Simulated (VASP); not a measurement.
CdS:

```
Cd S
1.0
     4.12792    0.00000    0.00000
    -2.06396    3.57488    0.00000
     0.00000    0.00000    6.18494
Cd S
1 1
Direct
  0.00000 0.00000 0.44269
  0.66667 0.33333 0.43431
```

This cell differs from its parent crystal: ratio of the length along z to the lengths across it x 1.1, volume and fractional coordinates fixed.

Base run:

* Program: VASP 6.6.1
* Functional: PBEsol
* Potentials or basis: VASP PAW PBE potentials, release 64 (Cd, S)
* Cutoff: 520 eV
* k mesh: 9 × 9 × 6
* Occupations: gaussian, width 0.05 eV
* Spin: no spin polarisation

Its results: band gap on the k mesh 1.65 eV, indirect (the least direct gap lies 1.6 meV higher); pressure 1.6 GPa; largest force 0.011 eV/Å.

Task: The run is repeated on the same cell with these changes: potentials or basis from VASP PAW PBE potentials, release 64 (Cd, S) to VASP PAW PBE potentials, release 64 (Cd_sv_GW, S); cutoff from 520 eV to 540 eV; further incar settings from ALGO = Normal; EDIFF = 1e-06; NBANDS = 16 to ALGO = Normal; EDIFF = 1e-06; NBANDS = 20; valence electrons from 18 to 26. What comes out?

Result: Band gap on the k mesh 1.63 eV, indirect (the least direct gap lies 1.7 meV higher); pressure 0.8 GPa; largest force 0.008 eV/Å.

Caveats: the PAW data sets were made with another functional, which shifts forces and pressure a little.

A k mesh can miss the band edges.
